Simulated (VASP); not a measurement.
WS2, 3 atoms in the cell. It takes space group R3m (No. 160, trigonal). Conventional cell: a = 3.158 Å, b = 3.158 Å, c = 18.675 Å, α = 90.00°, β = 90.00°, γ = 120.00°. Within 3.2 Å of W (site symmetry 3m) lie 6 S at 2.40 to 2.43 Å and 6 W at 3.16 Å. S (site symmetry 3m) has 3 W at 2.40 Å and 7 S at 3.16 Å within 3.2 Å. Within 3.2 Å of S (site symmetry 3m) lie 3 W at 2.43 Å and 7 S at 3.16 Å.  This cell differs from its parent crystal: zz strain of +1 %.

```yaml
Program: VASP 6.6.1
Task: electric field gradients
Functional: PBEsol
Potentials_or_basis: VASP PAW PBE potentials, release 64 (W_sv, S)
Cutoff: 520 eV
k_mesh: 15 × 15 × 15
Occupations: fermi-dirac, width 0.03 eV
Spin: no spin polarisation
Dipole_correction: no
Further_INCAR_settings: ALGO = Normal; EDIFF = 1e-08; NBANDS = 20
```

Potentials or basis: VASP PAW PBE potentials, release 64 (W_sv, S).

Run with:

```bash
$ cat potpaw_PBE.64/W_sv/POTCAR potpaw_PBE.64/S/POTCAR > POTCAR
$ mpirun -np 1 vasp_std > vasp.out
```

Hardware: 1 thread of AMD EPYC 7R13 Processor (Zen 3) (shared host).

Question: Estimate the wall time of this run.

Answer: Wall time 19 min on 1 thread of AMD EPYC 7R13 Processor (Zen 3), with other jobs on the host, peak memory 0.52 GiB. Counts: scf iterations 17, k points 344.
